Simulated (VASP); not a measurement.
# Ti6Si in VASP: further runs, part 2 of 2

VASP 6.6.1.

## (4) Single point, PBE

Contents of INCAR:

```
ALGO = Normal
DIPOL = 0.5 0.5 0.362
EDIFF = 1E-6
ENCUT = 520
GGA = PE
IDIPOL = 3
ISIF = 2
ISMEAR = 0
LASPH = T
LCHARG = T
LDIPOL = T
LELF = T
LREAL = F
LVACPOTAV = T
LVHAR = T
LWAVE = F
NBANDS = 47
NELM = 80
PREC = Accurate
SIGMA = 0.1
```

Contents of KPOINTS:

```
k-points
0
Gamma
  9 6 1
```

Contents of POSCAR:

```
Ti6Si
1.0
    2.8319727849      0.0000000000      0.0000000000
    0.0000000000      4.5793473376      0.0000000000
    0.0000000000      0.0000000000     22.0506931396
Ti Si
6 1
Direct
    0.5000000000      0.0000000000      0.1814001934
    0.0000000000      0.5000000000      0.2413504045
    0.5000000000      0.0000000000      0.3013006156
    0.5000000000      0.5000000000      0.3625816749
    0.0000000000      0.0000000000      0.4208168374
    0.5000000000      0.5000000000      0.4784744440
    1.0000000000      0.8000000000      0.5470631101
```

Potentials or basis: VASP PAW PBE potentials, release 64 (Ti_sv, Si).

Launch:

```console
$ cat potpaw_PBE.64/Ti_sv/POTCAR potpaw_PBE.64/Si/POTCAR > POTCAR
$ mpirun -np 1 vasp_std > vasp.out
```

OUTCAR:

```text
EDIFF = 1E-6
   ENCUT = 520
   GGA = PE
   ISIF = 2
   ISMEAR = 0
   LASPH = T
   LREAL = F
   NELM = 80
   PREC = Accurate

 ion  position               nearest neighbor table
   1  0.500  0.000  0.181-   3 2.64
   2  0.000  0.500  0.241-
   3  0.500  0.000  0.301-   1 2.64   4 2.66   4 2.66
   4  0.500  0.500  0.363-   6 2.56   3 2.66   3 2.66
   5  0.000  0.000  0.421-   7 2.93
   6  0.500  0.500  0.478-   7 2.49   7 2.49   4 2.56
   7  0.000  0.800  0.547-   6 2.49   6 2.49   5 2.93

  LATTYP: Found a simple orthorhombic cell.
 ALAT       =     2.8319727849
 B/A-ratio  =     1.6170167178
 C/A-ratio  =     7.7863365274

  Lattice vectors:

 A1 = (   2.8319727849,   0.0000000000,   0.0000000000)
 A2 = (   0.0000000000,   4.5793473376,   0.0000000000)
 A3 = (   0.0000000000,   0.0000000000,  22.0506931396)

Analysis of symmetry for initial positions (statically):
=====================================================================
 Subroutine PRICEL returns:
[... 185 lines left out ...]
 fundamental gap:      0.0012990436
 Fermi energy:         1.1829974527

 k-point     1 :       0.0000    0.0000    0.0000
  band No.  band energies     occupation
      1     -55.7893      2.00000
      2     -55.6686      2.00000
      3     -55.6372      2.00000
      4     -55.5171      2.00000
      5     -55.4183      2.00000
      6     -55.2973      2.00000
[... 989 lines left out ...]
     46       2.3760      0.00000
     47       2.4022      0.00000

------------------------ aborting loop because EDIFF is reached ----------------------------------------

  FORCE on cell =-STRESS in cart. coord.  units (eV):
  Direction    XX          YY          ZZ          XY          YZ          ZX
  --------------------------------------------------------------------------------------
  -------------------------------------------------------------------------------------
  Total       -2.6714105     -4.8130902     -0.6508281      0.0000000      2.5565456      0.0000000
  in kB      -14.9670533    -26.9661955     -3.6463804      0.0000000     14.3235024      0.0000000
  external PRESSURE =     -15.1932098 kB  Pullay stress =       0.0000000 kB

 VOLUME and BASIS-vectors are now :
 -----------------------------------------------------------------------------
  energy-cutoff  :      520.00
  volume of cell :      285.97
      direct lattice vectors                 reciprocal lattice vectors
     2.831972785  0.000000000  0.000000000     0.353110738  0.000000000  0.000000000
     0.000000000  4.579347338  0.000000000     0.000000000  0.218371730  0.000000000
     0.000000000  0.000000000 22.050693140     0.000000000  0.000000000  0.045350048

 POSITION                                       TOTAL-FORCE (eV/Angst)
 -----------------------------------------------------------------------------------
      1.41599      0.00000      4.00000         0.000000      0.011397      0.387454
      0.00000      2.28967      5.32194         0.000000      0.009861     -0.010655
      1.41599      0.00000      6.64389         0.000000      0.016963     -0.458080
      1.41599      2.28967      7.99518         0.000000     -0.083769      0.012698
      0.00000      0.00000      9.27930         0.000000     -0.426269     -0.073204
      1.41599      2.28967     10.55069         0.000000     -0.845833      0.132112
      0.00000      3.66348     12.06312         0.000000      1.317650      0.009674
 -----------------------------------------------------------------------------------
    total drift:                                0.000000     -0.000078      0.000032

  FREE ENERGIE OF THE ION-ELECTRON SYSTEM (eV)
  ---------------------------------------------------
  free  energy   TOTEN  =       -49.1749510310 eV

  energy  without entropy=      -49.1158861830  energy(sigma->0) =      -49.14541861

 vacuum level on the upper side and lower side of the slab         5.954         4.551
```

stdout:

```text
POSCAR found type information on POSCAR TiSi
 POSCAR found :  2 types and       7 ions
 scaLAPACK will be used
 LDA part: xc-table for (Slater+PW92), standard interpolation
 POSCAR, INCAR and KPOINTS ok, starting setup
 FFT: planning ... GRIDC
 FFT: planning ... GRID_SOFT
 FFT: planning ... GRID
 WAVECAR not read
 entering main loop
 -----------------------------------------------------------------------------
|                                                                             |
|           W    W    AA    RRRRR   N    N  II  N    N   GGGG   !!!           |
|           W    W   A  A   R    R  NN   N  II  NN   N  G    G  !!!           |
|           W    W  A    A  R    R  N N  N  II  N N  N  G       !!!           |
|           W WW W  AAAAAA  RRRRR   N  N N  II  N  N N  G  GGG   !            |
|           WW  WW  A    A  R   R   N   NN  II  N   NN  G    G                |
|           W    W  A    A  R    R  N    N  II  N    N   GGGG   !!!           |
|                                                                             |
|     Did not find any points to average over, which means that no vacuum     |
|     field-free region was found. Please increase the size of  your cell     |
|     in the dimension of the dipole correction to obtain accurate            |
|     workfunction values.                                                    |
|                                                                             |
 -----------------------------------------------------------------------------
```

It took 11 min on 1 thread of Intel Xeon Platinum 8488C (Sapphire Rapids), shared host; peak memory 0.45 GiB.

What came out:

```
Free energy            : -49.1750 eV
Largest force          : 1.318 eV/Å
Band gap on the k mesh : zero (bands 38 and 39 overlap by 0.18 eV)
```

Forces in eV/Å, atoms in the order of the input:
```
Ti   0.000  0.011  0.387
Ti   0.000  0.010 -0.011
Ti   0.000  0.017 -0.458
Ti   0.000 -0.084  0.013
Ti   0.000 -0.426 -0.073
Ti   0.000 -0.846  0.132
Si   0.000  1.318  0.010
```

## (5) Single point, PBE

Contents of INCAR:

```
SYSTEM = Ti6Si
PREC     = Accurate       ! precision mode
ENCUT    = 520            ! plane-wave cutoff, eV
EDIFF    = 1E-7           ! SCF threshold, eV
ISMEAR   = 0              ! smearing method
SIGMA    = 0.1            ! smearing width, eV
LREAL    = .FALSE.        ! projectors in reciprocal space
LASPH    = .TRUE.         ! aspherical terms in the spheres
NELM     = 100            ! most SCF steps
ALGO     = Normal         ! electronic algorithm
ISIF     = 2              ! what is computed and relaxed
LWAVE    = .FALSE.        ! write WAVECAR
LCHARG   = .FALSE.        ! write CHGCAR
LDIPOL   = .TRUE.       
IDIPOL   = 3            
DIPOL    = 0.5 0.5 0.368
GGA      = PE             ! functional
NBANDS   = 47             ! bands
```

Contents of KPOINTS:

```
Automatic mesh
0
G
  9 6 1
  0 0 0
```

POSCAR, as its differences from that of step 4:

```diff
@@ -14,2 +14,2 @@
     0.5000000000      0.5000000000      0.4784744440
-    1.0000000000      0.8000000000      0.5470631101
+    0.6666666667      0.5000000000      0.5892429017
```

Launch:

```console
$ cat potpaw_PBE.64/Ti_sv/POTCAR potpaw_PBE.64/Si/POTCAR > POTCAR
$ mpirun -np 1 vasp_std > vasp.out
```

Run time: 5.7 min. Hardware: 1 thread of Intel Xeon 6975P-C (Granite Rapids), shared host; peak memory 0.46 GiB.

Results (log left out):

```yaml
Free_energy: -47.8672 eV
Largest_force: 0.507 eV/Å
Band_gap_on_the_k_mesh: zero (bands 38 and 39 overlap by 0.20 eV)
```

Forces in eV/Å, atoms in the order of the input:
```
Ti   0.006  0.000  0.386
Ti   0.001  0.000  0.008
Ti  -0.003  0.000 -0.432
Ti  -0.027  0.000  0.117
Ti  -0.009  0.000 -0.114
Ti  -0.475  0.000  0.034
Si   0.507  0.000  0.001
```

Levels at points of the mesh, in eV from the Fermi level:
| k point | band 35 | band 36 | band 37 | band 38 | band 39 | band 40 | band 41 | band 42 |
| --- | --- | --- | --- | --- | --- | --- | --- | --- |
| (0.00, 0.00, 0.00) | -0.63 | -0.54 | -0.20 | -0.09 | 0.15 | 0.25 | 0.33 | 0.41 |
| (0.00, 0.50, 0.00) | -0.47 | -0.26 | -0.25 | -0.04 | 0.11 | 0.28 | 0.36 | 0.52 |

## (6) Single point, PBE

Contents of INCAR:

```
SYSTEM = Ti6Si
ALGO = Normal
DIPOL = 0.5 0.5 0.365
EDIFF = 1E-7
ENCUT = 520
GGA = PE
IDIPOL = 3
ISIF = 2
ISMEAR = 0
LASPH = .True.
LCHARG = .True.
LDIPOL = .True.
LELF = .True.
LREAL = .False.
LVACPOTAV = .True.
LVHAR = .True.
LWAVE = .False.
NBANDS = 47
NELM = 60
PREC = Accurate
SIGMA = 0.1
```

Contents of KPOINTS:

```
k-points
0
Gamma
  9 6 1
  0 0 0
```

POSCAR, as its differences from that of step 5:

```diff
@@ -14,2 +14,2 @@
     0.5000000000      0.5000000000      0.4784744440
-    0.6666666667      0.5000000000      0.5892429017
+    0.5000000000      0.8000000000      0.5689218761
```

Potentials or basis: VASP PAW PBE potentials, release 64 (Ti_sv, Si).

Launch:

```console
$ cat potpaw_PBE.64/Ti_sv/POTCAR potpaw_PBE.64/Si/POTCAR > POTCAR
$ mpirun -np 1 vasp_std > vasp.out
```

Wall time 6.7 min (1 thread of Intel Xeon 6975P-C (Granite Rapids), shared host); peak memory 0.46 GiB.

The run converged. Its results:

- Free energy: -48.2886 eV
- Largest force: 1.077 eV/Å
- Band gap on the k mesh: zero (bands 38 and 39 overlap by 0.10 eV)

Forces in eV/Å, atoms in the order of the input:
```
Ti   0.000  0.026  0.363
Ti   0.000 -0.004  0.022
Ti   0.000 -0.070 -0.353
Ti   0.000  0.065 -0.077
Ti   0.000 -0.392  0.350
Ti   0.000 -0.702 -0.281
Si   0.000  1.077 -0.023
```

Levels at points of the mesh, in eV from the Fermi level:
```csv
k point,band 36,band 37,band 38,band 39,band 40,band 41
"(0.00, 0.00, 0.00)",-0.41,-0.16,-0.08,0.10,0.25,0.35
"(0.00, 0.50, 0.00)",-0.30,-0.25,-0.13,0.14,0.27,0.34
```

## (7) Single point, PBE

Contents of INCAR:

```
PREC = Accurate
ENCUT = 520
EDIFF = 1E-7
ISMEAR = 0
SIGMA = 0.1
LREAL = False
LASPH = True
NELM = 80
ALGO = Normal
ISIF = 2
LWAVE = False
LCHARG = False
LDIPOL = True
IDIPOL = 3
DIPOL = 0.5 0.5 0.364
GGA = PE
NBANDS = 47
```

Contents of KPOINTS:

```
Automatic mesh
0
Gamma
  9 6 1
```

POSCAR, as its differences from that of step 6:

```diff
@@ -14,2 +14,2 @@
     0.5000000000      0.5000000000      0.4784744440
-    0.5000000000      0.8000000000      0.5689218761
+    1.0000000000      0.7000000000      0.5628250121
```

Potentials or basis: VASP PAW PBE potentials, release 64 (Ti_sv, Si).

Launch:

```console
$ cat potpaw_PBE.64/Ti_sv/POTCAR potpaw_PBE.64/Si/POTCAR > POTCAR
$ mpirun -np 1 vasp_std > vasp.out
```

OUTCAR:

```text
PREC = Accurate
   ENCUT = 520
   EDIFF = 1E-7
   ISMEAR = 0
   LREAL = False
   LASPH = True
   NELM = 80
   ISIF = 2
   GGA = PE

 ion  position               nearest neighbor table
   1  0.500  0.000  0.181-   3 2.64
   2  0.000  0.500  0.241-
   3  0.500  0.000  0.301-   1 2.64   4 2.66   4 2.66
   4  0.500  0.500  0.363-   6 2.56   3 2.66   3 2.66
   5  0.000  0.000  0.421-
   6  0.500  0.500  0.478-   7 2.51   7 2.51   4 2.56
   7  0.000  0.700  0.563-   6 2.51   6 2.51

  LATTYP: Found a simple orthorhombic cell.
 ALAT       =     2.8319727849
 B/A-ratio  =     1.6170167178
 C/A-ratio  =     7.7863365274

  Lattice vectors:

 A1 = (   2.8319727849,   0.0000000000,   0.0000000000)
 A2 = (   0.0000000000,   4.5793473376,   0.0000000000)
 A3 = (   0.0000000000,   0.0000000000,  22.0506931396)

Analysis of symmetry for initial positions (statically):
=====================================================================
 Subroutine PRICEL returns:
 Original cell was already a primitive cell.

 Routine SETGRP: Setting up the symmetry group for a
 simple orthorhombic supercell.

[... 186 lines left out ...]
      2     -55.6586      2.00000
      3     -55.6472      2.00000
      4     -55.4248      2.00000
      5     -55.3910      2.00000
      6     -55.2817      2.00000
[... 989 lines left out ...]
     46       2.4103      0.00000
     47       2.4310      0.00000

------------------------ aborting loop because EDIFF is reached ----------------------------------------

 vacuum level on the upper side and lower side of the slab       (xc-potential included)         0.543        -0.816

  FORCE on cell =-STRESS in cart. coord.  units (eV):
  Direction    XX          YY          ZZ          XY          YZ          ZX
  --------------------------------------------------------------------------------------
  -------------------------------------------------------------------------------------
  Total       -3.5009338     -4.7321964     -1.0661361      0.0000000      1.5187819      0.0000000
  in kB      -19.6146052    -26.5129735     -5.9732174      0.0000000      8.5092460      0.0000000
  external PRESSURE =     -17.3669320 kB  Pullay stress =       0.0000000 kB

 VOLUME and BASIS-vectors are now :
 -----------------------------------------------------------------------------
  energy-cutoff  :      520.00
  volume of cell :      285.97
      direct lattice vectors                 reciprocal lattice vectors
     2.831972785  0.000000000  0.000000000     0.353110738  0.000000000  0.000000000
     0.000000000  4.579347338  0.000000000     0.000000000  0.218371730  0.000000000
     0.000000000  0.000000000 22.050693140     0.000000000  0.000000000  0.045350048

 POSITION                                       TOTAL-FORCE (eV/Angst)
 -----------------------------------------------------------------------------------
      1.41599      0.00000      4.00000         0.000000      0.022468      0.387867
      0.00000      2.28967      5.32194         0.000000     -0.016600     -0.038409
      1.41599      0.00000      6.64389         0.000000      0.046952     -0.434520
      1.41599      2.28967      7.99518         0.000000     -0.072066      0.174832
      0.00000      0.00000      9.27930         0.000000     -0.322516     -0.058782
      1.41599      2.28967     10.55069         0.000000     -0.285896     -0.020068
      0.00000      3.20554     12.41068         0.000000      0.627657     -0.010920
 -----------------------------------------------------------------------------------
    total drift:                                0.000000     -0.000255     -0.000092

  FREE ENERGIE OF THE ION-ELECTRON SYSTEM (eV)
  ---------------------------------------------------
  free  energy   TOTEN  =       -48.7485014892 eV

  energy  without entropy=      -48.7019178175  energy(sigma->0) =      -48.72520965

 vacuum level on the upper side and lower side of the slab         5.814         4.410
```

OSZICAR:

```text
N       E                     dE             d eps       ncg     rms          rms(c)
DAV:   1     0.940672729166E+03    0.94067E+03   -0.40605E+04  2080   0.164E+03
DAV:   2     0.747710740712E+02   -0.86590E+03   -0.84992E+03  1936   0.522E+02
DAV:   3    -0.328630686180E+02   -0.10763E+03   -0.10482E+03  3057   0.163E+02
[... 25 lines left out ...]
DAV:  29    -0.487484913465E+02   -0.18069E-04   -0.10663E-06  1866   0.430E-03    0.457E-03
DAV:  30    -0.487484967414E+02   -0.53949E-05   -0.61298E-07  1697   0.469E-03    0.244E-03
DAV:  31    -0.487485005432E+02   -0.38018E-05   -0.56883E-07  1636   0.279E-03    0.112E-03
DAV:  32    -0.487485014433E+02   -0.90011E-06   -0.26349E-07  1641   0.228E-03    0.398E-04
DAV:  33    -0.487485014892E+02   -0.45879E-07   -0.26845E-08  1358   0.986E-04
   1 F= -.48748501E+02 E0= -.48725210E+02  d E =-.465837E-01
```

It took 4.6 min on 1 thread of Intel Xeon 6975P-C (Granite Rapids), shared host; peak memory 0.46 GiB.

What came out:

```yaml
Free_energy: -48.7485 eV
Largest_force: 0.628 eV/Å
Band_gap_on_the_k_mesh: zero (bands 38 and 39 overlap by 0.18 eV)
```

Forces in eV/Å, atoms in the order of the input:
```
Ti   0.000  0.022  0.388
Ti   0.000 -0.017 -0.038
Ti   0.000  0.047 -0.435
Ti   0.000 -0.072  0.175
Ti   0.000 -0.323 -0.059
Ti   0.000 -0.286 -0.020
Si   0.000  0.628 -0.011
```

## (8) Overview

| cell | gap on the mesh (eV) | largest force (eV/Å) |
| --- | --- | --- |
| as given, atomic positions A | none | 0.44 |
| as given, atomic positions B | none | 1.02 |
| as given, atomic positions C | none | 1.32 |
| as given, atomic positions D | none | 0.51 |
| as given, atomic positions E | none | 1.08 |
| as given, atomic positions F | none | 0.63 |

Alike in all rows: task single point; level PBE; potentials or basis VASP PAW PBE potentials, release 64 (Ti_sv, Si); no spin polarisation; k mesh 9 × 6 × 1; cutoff (eV) 520; smearing gaussian 0.1 eV.

Total energies depend on the potentials used, so only differences within one code and one set of settings carry meaning.

The gap in the log of VASP goes by the Fermi energy; the results here count the filled bands.